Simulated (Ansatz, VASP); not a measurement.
# Sr3HfW: VASP beside Ansatz

```
Sr Hf W
1.0
     5.09487    0.00000    0.00000
     0.00000    5.09487    0.00000
     0.00000    0.00000    5.09487
Sr Hf W
3 1 1
Direct
  0.50000 0.00000 0.00000
  0.00000 0.50000 0.00000
  0.00000 0.00000 0.50000
  0.50000 0.50000 0.50000
  0.00000 0.00000 0.00000
```

Alike in both runs: task relaxation of cell and atoms; functional PBE; k mesh 4 × 4 × 4; occupations gaussian, width 0.1 eV; no spin polarisation.

```csv
,VASP,Ansatz
version,VASP 6.6.1,Ansatz 0.2.0
potentials or method,"VASP PAW PBE potentials, release 64 (Sr_sv, Hf_pv, W_sv), cutoff 600 eV","scalar-relativistic, plane waves, PAW"
valence electrons in the cell,54,70
```

```tsv
	VASP	Ansatz	Ansatz less VASP
gap on the k mesh at the Fermi level, each at its own relaxed structure (eV)	none	none	-
relaxed volume (Å³/atom)	38.77	38.29	-0.481
relaxed length of the cell vector where the two differ most in proportion (Å)	5.788	5.763	-0.0240
```

A gap of «none» marks a metal or a gap that the smearing closes. VASP's potentials hold 54 valence electrons a cell and Ansatz's 70, so a difference there can come from the potentials and not from the codes.

Neither program's run includes spin-orbit coupling. Noted on VASP's run: the volume moved by over 15 % at a fixed basis, so the end points are rough.
